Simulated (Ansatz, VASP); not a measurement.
## One calculation of SnTe, two programs

The input POSCAR:

```
SnTe
1.0
    0.0000000000      3.6586665285      3.6586665285
    3.6586665285      0.0000000000      3.6586665285
    3.6586665285      3.6586665285      0.0000000000
Te Sn
1 1
Direct
    0.2500000000      0.2500000000      0.2500000000
    0.0000000000      0.0000000000      0.0000000000
```

INCAR.step1

```
SYSTEM = SnTe
PREC     = Accurate       ! precision mode
ENCUT    = 520            ! plane-wave cutoff, eV
EDIFF    = 1E-5           ! SCF threshold, eV
ISMEAR   = -1             ! smearing method
SIGMA    = 0.05           ! smearing width, eV
LREAL    = .FALSE.        ! projectors in reciprocal space
LASPH    = .TRUE.         ! aspherical terms in the spheres
NELM     = 60             ! most SCF steps
ALGO     = Normal         ! electronic algorithm
ISIF     = 2              ! what is computed and relaxed
LWAVE    = .TRUE.         ! write WAVECAR
GGA      = PE             ! functional
NBANDS   = 17             ! bands
```

INCAR.step2

```
SYSTEM = SnTe
PREC     = Accurate       ! precision mode
ENCUT    = 520            ! plane-wave cutoff, eV
EDIFF    = 1E-6           ! SCF threshold, eV
ISMEAR   = -1             ! smearing method
SIGMA    = 0.05           ! smearing width, eV
LREAL    = .FALSE.        ! projectors in reciprocal space
LASPH    = .TRUE.         ! aspherical terms in the spheres
NELM     = 60             ! most SCF steps
ALGO     = Normal         ! electronic algorithm
ISIF     = 2              ! what is computed and relaxed
LWAVE    = .FALSE.        ! write WAVECAR
LCHARG   = .TRUE.         ! write CHGCAR
GGA      = PE             ! functional
LHFCALC  = .TRUE.         ! exact exchange
HFSCREEN = 0.2079         ! screening, 1/A
PRECFOCK = Normal       
LELF     = .TRUE.         ! ELF
LVHAR    = .TRUE.       
ISTART   = 1            
NBANDS   = 17             ! bands
```

Contents of KPOINTS:

```
regular mesh
0
G
  4 4 4
  0 0 0
```

The input input:

```
crystal:
  lattice:
    - [0.0, 3.6586665285, 3.6586665285]
    - [3.6586665285, 0.0, 3.6586665285]
    - [3.6586665285, 3.6586665285, 0.0]
  atoms:
    - { symbol: Te, position: [0.25, 0.25, 0.25] }
    - { symbol: Sn, position: [0.0, 0.0, 0.0] }
hamiltonian:
  xc: hse06
  pseudopotentials: { kind: paw }
kpoints:
  mp_grid: { grid: [4, 4, 4] }
scf:
  occupations: { method: fermi_dirac, width: 0.05 }
output:
  forces: true
  stress: true
  eigenvalues: true
```

Alike in both runs: task single point; functional HSE06; k mesh 4 × 4 × 4; occupations fermi-dirac, width 0.05 eV; no spin polarisation.

|  | VASP | Ansatz |
| --- | --- | --- |
| version | VASP 6.6.1 | Ansatz 0.2.0 |
| potentials or method | VASP PAW PBE potentials, release 64 (Te, Sn_d) | Ansatz PAW |
| plane-wave cutoff (eV) | 520 | 420 |
| valence electrons in the cell | 20 | 30 |

|  | VASP | Ansatz | Ansatz less VASP |
| --- | --- | --- | --- |
| gap on the k mesh at the Fermi level (eV) | 0.49 | 0.51 | +0.013 |
| least direct gap on the mesh (eV) | 1.19 | 1.21 | +0.015 |
| pressure (GPa) | -1.6 | -1.5 | +0.11 |

The functional is the same, so the differences come from potentials, cutoffs and numerics. VASP's potentials hold 20 valence electrons a cell and Ansatz's 30, so a difference there can come from the potentials and not from the codes.

Neither program's run includes spin-orbit coupling.
